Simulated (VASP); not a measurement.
The system is SnAs2.

```
Sn As
1.0
     0.00000    3.58681    3.58681
     3.58681    0.00000    3.58681
     3.58681    3.58681    0.00000
Sn As
1 2
Direct
  0.00000 0.00000 0.00000
  0.25000 0.25000 0.25000
  0.75000 0.75000 0.75000
```

The cell was built from a structure type or drawn by symmetry, and may not be a known phase.

```yaml
Program: VASP 6.6.1
Task: relaxation of cell and atoms
Functional: PBE
Potentials_or_basis: VASP PAW PBE potentials, release 64 (Sn_d, As)
Cutoff: 600 eV
k_mesh: 4 × 4 × 4
Occupations: gaussian, width 0.1 eV
Spin: no spin polarisation
```

At the start: pressure -6.6 GPa; volume 30.76 Å³/atom.

Problem. How do energy, volume and symmetry change on relaxing?

Solution. Over 3 steps the energy falls by 121.2 meV/atom and the volume is 25.73 Å³/atom (-16.4 %); space group Fm-3m (No. 225, to 0.1 Å) before and after.

Step by step:
```
step  energy change (eV)  largest force (eV/Å)  pressure (GPa)  volume (Å³)
   1              0.0000                0.0000           -6.62        92.29
   2             -0.3619                0.0000            0.64        76.34
   3             -0.3636                0.0000            0.02        77.20
```

Final structure:
```
Sn As
1.0
     0.00000    3.37958    3.37958
     3.37958    0.00000    3.37958
     3.37958    3.37958    0.00000
Sn As
1 2
Direct
  0.00000 0.00000 0.00000
  0.25000 0.25000 0.25000
  0.75000 0.75000 0.75000
```

Caveat: the k points lie up to 0.40 Å⁻¹ apart in the final cell, too coarse for converged energies and pressures of a metal; the volume moved by over 15 % at a fixed basis, so the end points are rough.
